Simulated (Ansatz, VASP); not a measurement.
**Li in VASP and in Ansatz**

```
Li
1.0
    -1.40646    1.40646    1.40646
     1.40646   -1.40646    1.40646
     1.40646    1.40646   -1.40646
Li
1
Direct
  0.00000 0.00000 0.00000
```

Change from the starting cell: volume scaled by 0.55, LAPW.

Alike in both runs: task single point; functional PBE; k mesh 17 × 17 × 17; occupations fermi-dirac, width 0.1 eV; no spin polarisation.

|  | VASP | Ansatz |
| --- | --- | --- |
| version | VASP 6.6.1 | Ansatz 0.2.0 |
| potentials or method | VASP PAW PBE potentials, release 64 (Li_sv), cutoff 750 eV | all-electron LAPW, scalar-relativistic |

|  | VASP | Ansatz | Ansatz less VASP |
| --- | --- | --- | --- |
| pressure (GPa) | 22.4 | 22.7 | +0.37 |

Ansatz ran all-electron here, and VASP with PAW potentials.
